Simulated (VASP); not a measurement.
# Ta2B2O (P4/mmm) in VASP: a series of runs, part 2 of 2

VASP 6.6.1. Earlier steps stand in the parts before.

## 3. Single point, PBE

This run uses another cell than the first one, of 11.76 Å³/atom.

INCAR

```
PREC = Accurate
ENCUT = 520
EDIFF = 1E-6
ISMEAR = 0
SIGMA = 0.1
LREAL = False
LASPH = True
NELM = 60
ALGO = Normal
ISIF = 2
LWAVE = False
LCHARG = False
GGA = PE
NBANDS = 25
```

KPOINTS

```
Automatic mesh
0
Gamma
  6 6 4
```

POSCAR

```
Ta2B2O
1.0
    4.2926168689      0.0000000000      0.0000000000
    0.0000000000      4.2926168689      0.0000000000
    0.0000000000      0.0000000000      3.1913861793
Ta B O
2 2 1
Direct
    0.0000000000      0.5000000000      0.5000000000
    0.5000000000      0.0000000000      0.5000000000
    0.5000000000      0.5000000000      0.7513243199
    0.5000000000      0.5000000000      0.2486756801
    0.0000000000      0.0000000000      0.0000000000
```

Potentials or basis: VASP PAW PBE potentials, release 64 (Ta_pv, B, O).

Run with:

```console
$ cat potpaw_PBE.64/Ta_pv/POTCAR potpaw_PBE.64/B/POTCAR potpaw_PBE.64/O/POTCAR > POTCAR
$ mpirun -np 1 vasp_std > vasp.out
```

OUTCAR:

```text
PREC = Accurate
   ENCUT = 520
   EDIFF = 1E-6
   ISMEAR = 0
   LREAL = False
   LASPH = True
   NELM = 60
   ISIF = 2
   GGA = PE

 ion  position               nearest neighbor table
   1  0.000  0.500  0.500-   3 2.29   4 2.29   3 2.29   4 2.29   5 2.67   5 2.67   5 2.67   5 2.67
                             2 3.04   2 3.04   2 3.04   2 3.04
   2  0.500  0.000  0.500-   3 2.29   4 2.29   3 2.29   4 2.29   5 2.67   5 2.67   5 2.67   5 2.67
                             1 3.04   1 3.04   1 3.04   1 3.04
   3  0.500  0.500  0.751-   4 1.59   4 1.60   1 2.29   2 2.29   2 2.29   1 2.29
   4  0.500  0.500  0.249-   3 1.59   3 1.60   2 2.29   1 2.29   2 2.29   1 2.29
   5  0.000  0.000  0.000-   1 2.67   2 2.67   1 2.67   2 2.67   1 2.67   1 2.67   2 2.67   2 2.67

  LATTYP: Found a simple tetragonal cell.
 ALAT       =     4.2926168689
 C/A-ratio  =     0.7434593575

  Lattice vectors:

 A1 = (   4.2926168689,   0.0000000000,   0.0000000000)
 A2 = (   0.0000000000,   4.2926168689,   0.0000000000)
 A3 = (   0.0000000000,   0.0000000000,   3.1913861793)

Analysis of symmetry for initial positions (statically):
=====================================================================
 Subroutine PRICEL returns:
 Original cell was already a primitive cell.

 Routine SETGRP: Setting up the symmetry group for a
 simple tetragonal supercell.

 Subroutine GETGRP returns: Found 16 space group operations
 (whereof 16 operations were pure point group operations)
 out of a pool of 16 trial point group operations.

The static configuration has the point symmetry D_4h.

Analysis of symmetry for dynamics (positions and initial velocities):
=====================================================================
 Subroutine PRICEL returns:
 Original cell was already a primitive cell.

 Routine SETGRP: Setting up the symmetry group for a
 simple tetragonal supercell.

 Subroutine GETGRP returns: Found 16 space group operations
 (whereof 16 operations were pure point group operations)
 out of a pool of 16 trial point group operations.

The dynamic configuration has the point symmetry D_4h.

 Subroutine INISYM returns: Found 16 space group operations
 (whereof 16 operations are pure point group operations),
 and found     1 'primitive' translations

----------------------------------------------------------------------------------------

                                     Primitive cell

  volume of cell :      58.8063

  direct lattice vectors                    reciprocal lattice vectors
     4.292616869  0.000000000  0.000000000     0.232958130  0.000000000  0.000000000
     0.000000000  4.292616869  0.000000000     0.000000000  0.232958130  0.000000000
     0.000000000  0.000000000  3.191386179     0.000000000  0.000000000  0.313343464

  length of vectors
     4.292616869  4.292616869  3.191386179     0.232958130  0.232958130  0.313343464

  position of ions in fractional coordinates (direct lattice)
     0.000000000  0.500000000  0.500000000
     0.500000000  0.000000000  0.500000000
     0.500000000  0.500000000  0.751324320
     0.500000000  0.500000000  0.248675680
     0.000000000  0.000000000  0.000000000

  ion indices of the primitive-cell ions
   primitive index   ion index
                 1           1
                 2           2
                 3           3
[... 31 lines left out ...]
  0.000000  0.000000  0.000000      1.000000
  0.166667  0.000000  0.000000      4.000000
  0.333333  0.000000  0.000000      4.000000
  0.500000  0.000000  0.000000      2.000000
  0.166667  0.166667  0.000000      4.000000
  0.333333  0.166667  0.000000      8.000000
[... 16 lines left out ...]
  0.333333  0.000000  0.500000      4.000000
  0.500000  0.000000  0.500000      2.000000
 [... further k-points ...]
   k-points           NKPTS =     30   k-points in BZ     NKDIM =     30   number of bands    NBANDS=     25
   number of dos      NEDOS =    301   number of ions     NIONS =      5
   total plane-waves  NPLWV =  24576
   dimension x,y,z NGX =    32 NGY =   32 NGZ =   24
   dimension x,y,z NGXF=    64 NGYF=   64 NGZF=   48
   ions per type =               2   2   1
   NGX,Y,Z   is equivalent  to a cutoff of  12.39, 12.39, 12.50 a.u.
   NGXF,Y,Z  is equivalent  to a cutoff of  24.79, 24.79, 25.00 a.u.
 SYSTEM =  unknown system
   PREC   = accura    normal or accurate (medium, high low for compatibility)
   ISTART =      0    job   : 0-new  1-cont  2-samecut
   ICHARG =      2    charge: 1-file 2-atom 10-const
   ISPIN  =      1    spin polarized calculation?
   LNONCOLLINEAR =      F non collinear calculations
   LSORBIT =      F    spin-orbit coupling
   LASPH  =      T    aspherical Exc in radial PAW
   ENCUT  =  520.0 eV  38.22 Ry    6.18 a.u.   7.98  7.98  5.93*2*pi/ulx,y,z
   NELM   =     60;   NELMIN=  2; NELMDL= -5     # of ELM steps
   EDIFF  = 0.1E-05   stopping-criterion for ELM
   LREAL  =      F    real-space projection
   EDIFFG = 0.1E-04   stopping-criterion for IOM
   NSW    =      0    number of steps for IOM
   IBRION =     -1    ionic relax: 0-MD 1-quasi-New 2-CG
   NFREE  =      0    steps in history (QN), initial steepest desc. (CG)
   ISIF   =      2    stress and relaxation
   ISYM   =      2    0-nonsym 1-usesym 2-fastsym
   POTIM  = 0.5000    time-step for ionic-motion
   TEBEG  =    0.0;   TEEND  =   0.0 temperature during run
   PSTRESS=    0.0 pullay stress
   NELECT =      34.0000    total number of electrons
   NUPDOWN=      -1.0000    fix difference up-down
   EMIN   =  10.00;   EMAX   =-10.00  energy-range for DOS
   EFERMI =   0.00;   METHOD = LEGACY
   ISMEAR =     0;   SIGMA  =   0.10  broadening in eV -4-tet -1-fermi 0-gaus
   EFERMI_NEDOS =   21; number of points for ismear=-14 and -15
   IALGO  =     38    algorithm
   IMIX   =      4    mixing-type and parameters
     AMIX     =   0.40;   BMIX     =  1.00
     AMIX_MAG =   1.60;   BMIX_MAG =  1.00
  volume/ion in A,a.u.               =      11.76        79.37
  Fermi-wavevector in a.u.,A,eV,Ry     =   1.363829  2.577263 25.307240  1.860030
  Thomas-Fermi vector in A             =   2.490198
   LORBIT       =      0    0 simple, 1 ext, 2 COOP (PROOUT), +10 PAW based schemes
   GGA     = PE    functional components
   LHFCALC =     F    Hartree Fock is set to
   AEXX    =    0.0000 exact exchange contribution
   IVDW    =     0    specifies the selected vdW correction
   LEPSILON=     F    determine dielectric tensor
   LRPA    =     F    only Hartree local field effects (RPA)
 non-spin polarized calculation
 Gauss-broadening in eV      SIGMA  =   0.10
  energy-cutoff  :      520.00
  volume of cell :       58.81
 maximum number of plane-waves:      1612
 NGX is ok and might be reduce to    32
   NGX = 15   NGY = 15   NGZ = 11

 number of electron      33.9999989 magnetization

 Free energy of the ion-electron system (eV)
  ---------------------------------------------------
  ext. energy  EPLUGINS =         0.00000000
  ---------------------------------------------------
  free energy    TOTEN  =       -41.39536149 eV

  energy without entropy =      -41.37196598  energy(sigma->0) =      -41.38366374

 E-fermi :   6.1345     XC(G=0): -12.1768

 val. band max:        6.1127114058   @ k =   0.5000   0.1667   0.5000
 cond. band min:       6.1701509172   @ k =   0.3333   0.3333   0.5000
 fundamental gap:      0.0574395114
 Fermi energy:         6.1345305206

 k-point     1 :       0.0000    0.0000    0.0000
  band No.  band energies     occupation
      1     -29.0475      2.00000
      2     -29.0475      2.00000
      3     -28.7444      2.00000
      4     -28.6545      2.00000
      5     -28.5307      2.00000
      6     -28.5307      2.00000
[... 661 lines left out ...]
     24      11.0553      0.00000
     25      11.4853      0.00000

 [... further k-points ...]

------------------------ aborting loop because EDIFF is reached ----------------------------------------

  FORCE on cell =-STRESS in cart. coord.  units (eV):
  Direction    XX          YY          ZZ          XY          YZ          ZX
  --------------------------------------------------------------------------------------
  -------------------------------------------------------------------------------------
  Total        0.1790619      0.1790619     -0.0215313      0.0000000      0.0000000      0.0000000
  in kB        4.8785431      4.8785431     -0.5866212      0.0000000      0.0000000      0.0000000
  external PRESSURE =       3.0568217 kB  Pullay stress =       0.0000000 kB

 VOLUME and BASIS-vectors are now :
 -----------------------------------------------------------------------------
  energy-cutoff  :      520.00
  volume of cell :       58.81
      direct lattice vectors                 reciprocal lattice vectors
     4.292616869  0.000000000  0.000000000     0.232958130  0.000000000  0.000000000
     0.000000000  4.292616869  0.000000000     0.000000000  0.232958130  0.000000000
     0.000000000  0.000000000  3.191386179     0.000000000  0.000000000  0.313343464

 POSITION                                       TOTAL-FORCE (eV/Angst)
 -----------------------------------------------------------------------------------
      0.00000      2.14631      1.59569         0.000000     -0.000000      0.000000
      2.14631      0.00000      1.59569         0.000000     -0.000000      0.000000
      2.14631      2.14631      2.39777         0.000000      0.000000      0.049288
      2.14631      2.14631      0.79362        -0.000000      0.000000     -0.049288
      0.00000      0.00000      0.00000         0.000000     -0.000000      0.000000
 -----------------------------------------------------------------------------------
    total drift:                                0.000000      0.000000     -0.000000

  FREE ENERGIE OF THE ION-ELECTRON SYSTEM (eV)
  ---------------------------------------------------
  free  energy   TOTEN  =       -41.3953614944 eV

  energy  without entropy=      -41.3719659827  energy(sigma->0) =      -41.38366374
```

stdout:

```text
POSCAR found type information on POSCAR TaB O
 POSCAR found :  3 types and       5 ions
 scaLAPACK will be used
 LDA part: xc-table for (Slater+PW92), standard interpolation
 POSCAR, INCAR and KPOINTS ok, starting setup
 FFT: planning ... GRIDC
 FFT: planning ... GRID_SOFT
 FFT: planning ... GRID
 WAVECAR not read
 entering main loop
```

Wall time 22 s (1 thread of AMD EPYC 9R45 (Zen 5), shared host); peak memory 0.16 GiB.

What came out:

| Quantity | Value |
| --- | --- |
| Free energy | -41.3954 eV |
| Pressure | 0.3 GPa |
| Largest force | 0.049 eV/Å |
| Band gap on the k mesh | zero (bands 17 and 18 overlap by 1.10 eV) |

Forces on the atoms (eV/Å):
```
Ta   0.000  0.000  0.000
Ta   0.000  0.000  0.000
B    0.000  0.000  0.049
B    0.000  0.000 -0.049
O    0.000  0.000  0.000
```

Stress tensor (GPa, compression positive):
```
 0.49  0.00  0.00
 0.00  0.49  0.00
 0.00  0.00 -0.06
```

Caveat: the k points lie up to 0.49 Å⁻¹ apart, too coarse for converged energies and pressures of a metal; spin-orbit coupling is left out, which moves the levels of the heavy elements.

## 4. Single point, PBE

This run uses another cell than the first one, of 11.89 Å³/atom.

INCAR

```
PREC = Accurate ; ENCUT = 520
EDIFF = 1E-6 ; ISMEAR = 0
SIGMA = 0.1 ; LREAL = F
LASPH = T ; NELM = 100
ALGO = Normal ; ISIF = 2
LWAVE = F ; LCHARG = F
GGA = PE ; NBANDS = 25
```

KPOINTS

```
regular mesh
0
Gamma
  6 6 4
```

POSCAR

```
Ta2B2O
1.0
    3.4334347500      0.0000000000      0.0000000000
    0.0000000000      3.4334347500      0.0000000000
    0.0000000000      0.0000000000      5.0414473600
Ta B O
2 2 1
Direct
    0.0000000000      0.5000000000      0.5000000000
    0.5000000000      0.0000000000      0.5000000000
    0.5000000000      0.5000000000      0.8781342200
    0.5000000000      0.5000000000      0.1218657800
    0.0000000000      0.0000000000      0.0000000000
```

Run with:

```console
$ cat potpaw_PBE.64/Ta_pv/POTCAR potpaw_PBE.64/B/POTCAR potpaw_PBE.64/O/POTCAR > POTCAR
$ mpirun -np 1 vasp_std > vasp.out
```

Wall time 28 s (1 thread of AMD EPYC 9R45 (Zen 5), shared host); peak memory 0.17 GiB.

It converged, with:

* Free energy: -31.8594 eV
* Pressure: 48.1 GPa
* Largest force: 22.459 eV/Å
* Band gap on the k mesh: zero (bands 17 and 18 overlap by 1.86 eV)

Forces on the atoms (eV/Å):
```
Ta    0.000   0.000   0.000
Ta    0.000   0.000   0.000
B     0.000   0.000 -22.459
B     0.000   0.000  22.459
O     0.000   0.000   0.000
```

Stress tensor (GPa, compression positive):
```
44.67  0.00  0.00
 0.00 44.67  0.00
 0.00  0.00 54.85
```

Levels at points of the mesh, in eV from the Fermi level:
| k point | band 15 | band 16 | band 17 | band 18 | band 19 | band 20 |
| --- | --- | --- | --- | --- | --- | --- |
| (0.00, 0.00, 0.00) | -2.00 | -2.00 | -1.53 | -1.21 | 1.44 | 1.44 |
| (0.50, 0.00, 0.00) | -1.78 | -0.75 | -0.01 | 1.04 | 1.08 | 1.33 |
| (0.50, 0.50, 0.00) | -1.74 | -0.32 | 0.65 | 0.65 | 2.97 | 2.97 |
| (0.00, 0.00, 0.50) | -1.54 | -0.89 | -0.89 | -0.35 | 2.52 | 2.52 |
| (0.50, 0.00, 0.50) | -1.73 | -1.12 | -0.28 | 0.72 | 0.98 | 1.02 |
| (0.50, 0.50, 0.50) | -3.11 | -3.04 | -0.40 | -0.40 | 1.64 | 1.64 |

Caveat: the cell stands under pressure; spin-orbit coupling is left out, which moves the levels of the heavy elements; forces of over 1 eV/Å act on the atoms, so gaps and moduli don't describe the material at rest.

## 5. Relaxation of cell and atoms, PBE

This run uses another cell than the first one, of 11.76 Å³/atom.

INCAR

```
SYSTEM = Ta2B2O
ALGO = Normal ; EDIFF = 1E-6
EDIFFG = -0.04 ; ENCUT = 600
GGA = PE ; IBRION = 2
ISIF = 3 ; ISMEAR = 0
LASPH = .True. ; LCHARG = .False.
LREAL = .False. ; LWAVE = .False.
NELM = 100 ; NSW = 90
PREC = Accurate ; SIGMA = 0.1
```

KPOINTS

```
k-points
0
Gamma
  4 4 6
  0 0 0
```

POSCAR

```
Ta2B2O
1.0
    4.2926168689      0.0000000000      0.0000000000
    0.0000000000      4.2926168689      0.0000000000
    0.0000000000      0.0000000000      3.1913861793
Ta B O
2 2 1
Direct
    0.0000000000      0.5000000000      0.5000000000
    0.5000000000      0.0000000000      0.5000000000
    0.5000000000      0.5000000000      0.7513243199
    0.5000000000      0.5000000000      0.2486756801
    0.0000000000      0.0000000000      0.0000000000
```

Run with:

```console
$ cat potpaw_PBE.64/Ta_pv/POTCAR potpaw_PBE.64/B/POTCAR potpaw_PBE.64/O/POTCAR > POTCAR
$ mpirun -np 1 vasp_std > vasp.out
```

It took 2.7 min on 1 thread of AMD EPYC 9R45 (Zen 5), shared host; peak memory 0.19 GiB.

Results (log left out):

* Free energy: -41.5264 eV
* Relaxed volume: 11.75 Å³/atom
* Relaxed cell: a = 4.360 Å, b = 4.360 Å, c = 3.089 Å, α = 90.00°, β = 90.00°, γ = 90.00°
* Space group after relaxing (to 0.1 Å): P4/mmm (No. 123)
* Energy gained by relaxing: 4.8 meV/atom
* Ionic steps: 13
* Pressure after relaxing: -0.1 GPa
* Largest force after relaxing: 0.015 eV/Å
* Band gap on the k mesh: zero (bands 17 and 18 overlap by 0.99 eV)

Forces on the atoms (eV/Å):
```
Ta   0.000  0.000  0.000
Ta   0.000  0.000  0.000
B    0.000  0.000  0.015
B    0.000  0.000 -0.015
O    0.000  0.000  0.000
```

Stress tensor (GPa, compression positive):
```
-0.07  0.00  0.00
 0.00 -0.07  0.00
 0.00  0.00 -0.22
```

Step by step:
```csv
step,energy change (eV),largest force (eV/Å),pressure (GPa),volume (Å³)
1,0.0000,0.4399,-0.95,58.81
2,0.0075,1.2127,0.64,58.21
3,-0.0078,0.2117,-0.32,58.55
4,-0.0119,0.0223,0.96,58.24
5,-0.0121,0.0767,1.31,58.16
6,-0.0161,0.0457,0.69,58.36
7,-0.0219,0.3567,-0.89,58.94
8,-0.0220,0.2898,-0.46,58.76
9,-0.0223,0.3195,-0.65,58.83
10,-0.0232,0.1434,-0.66,58.90
11,-0.0232,0.1645,-0.68,58.90
12,-0.0237,0.0798,-0.42,58.82
13,-0.0240,0.0152,-0.12,58.73
```

Final structure:
```
Ta B O
1.0
     4.36019    0.00000    0.00000
     0.00000    4.36019    0.00000
     0.00000    0.00000    3.08903
Ta B O
2 2 1
Direct
  0.00000 0.50000 0.50000
  0.50000 0.00000 0.50000
  0.50000 0.50000 0.75010
  0.50000 0.50000 0.24990
  0.00000 0.00000 0.00000
```

Levels at points of the mesh, in eV from the Fermi level:
```
           k point  band 13  band 14  band 15  band 16  band 17  band 18  band 19  band 20  band 21
(0.00, 0.00, 0.00)    -2.96    -2.56    -2.56    -2.17    -1.69    -0.73     0.05     0.05     2.48
(0.50, 0.00, 0.00)    -4.40    -3.85    -1.99    -0.83     0.08     0.22     0.23     0.52     2.10
(0.50, 0.50, 0.00)    -4.54    -4.18    -1.79    -1.79    -1.05     1.80     1.80     2.79     3.12
(0.00, 0.00, 0.50)    -2.87    -2.87    -2.21     0.08     0.08     1.93     2.79     2.81     2.81
(0.50, 0.00, 0.50)    -3.99    -3.87    -2.02    -1.86    -0.23     0.76     1.48     1.61     2.70
(0.50, 0.50, 0.50)    -4.78    -4.78    -0.70    -0.18    -0.18    -0.06    -0.06     0.86     1.34
```

Caveat: the k points lie up to 0.36 Å⁻¹ apart in the final cell, too coarse for converged energies and pressures of a metal; spin-orbit coupling is left out, which moves the levels of the heavy elements.

## 6. Overview

| task | cell | k mesh | cutoff (eV) | gap on the mesh (eV) | pressure (GPa) | largest force (eV/Å) |
| --- | --- | --- | --- | --- | --- | --- |
| single point | a = 4.355, b = 4.355, c = 3.092 Å, 5 atoms, atomic positions A | 4 × 4 × 6 | 520 | none | 0.2 | 0.03 |
| single point | a = 4.293, b = 4.293, c = 3.191 Å, 5 atoms, atomic positions A | 6 × 6 × 4 | 520 | none | 0.3 | 0.05 |
| single point | a = 3.433, b = 3.433, c = 5.041 Å, 5 atoms, atomic positions B | 6 × 6 × 4 | 520 | none | 48.1 | 22.46 |
| relaxation of cell and atoms | relaxed from a = 4.293, b = 4.293, c = 3.191 Å, 5 atoms, atomic positions A | 4 × 4 × 6 | 600 | none | -0.1 | 0.02 |

Alike in all rows: level PBE; potentials or basis VASP PAW PBE potentials, release 64 (Ta_pv, B, O); no spin polarisation; smearing gaussian 0.1 eV.

Caveats: some runs use coarse meshes; spin-orbit coupling is left out, which moves the levels of the heavy elements; the cell stands under pressure (at least some runs); forces of over 1 eV/Å act on the atoms, so gaps and moduli don't describe the material at rest (at least some runs).

Absolute energies hang on the potentials; compare differences alone.
